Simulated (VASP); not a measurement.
SbPb, 2 atoms in the cell. Symmetry: I4/mmm, No. 139, tetragonal system. The conventional cell has a = 4.308 Å, b = 4.308 Å, c = 6.601 Å, α = 90.00°, β = 90.00°, γ = 90.00°. Sb (site symmetry 4/mmm) has 6 Pb at 3.05 to 3.30 Å within 4.0 Å. Within 4.0 Å of Pb (site symmetry 4/mmm) lie 6 Sb at 3.05 to 3.30 Å. 

```yaml
Program: VASP 6.6.1
Task: single point
Functional: LDA
Potentials_or_basis: VASP PAW LDA potentials, release 64 (Sb, Pb_d)
Cutoff: 520 eV
k_mesh: 14 × 14 × 14
Occupations: gaussian, width 0.15 eV
Spin: no spin polarisation
Dipole_correction: no
Further_INCAR_settings: ALGO = Fast; EDIFF = 1e-06; NBANDS = 16
```

Potentials or basis: VASP PAW LDA potentials, release 64 (Sb, Pb_d).

Launch:

```sh
$ cat potpaw_LDA.64/Sb/POTCAR potpaw_LDA.64/Pb_d/POTCAR > POTCAR
$ mpirun -np 1 vasp_std > vasp.out
```

Hardware: 1 thread of Oxide Virtual Turin-like Processor, with other jobs on the host.

Q: How long does it take, and how much memory?

A: It took 3.4 min on 1 thread of Oxide Virtual Turin-like Processor, with other jobs on the host, peak memory 0.33 GiB. Counts: scf iterations 13, k points 244.
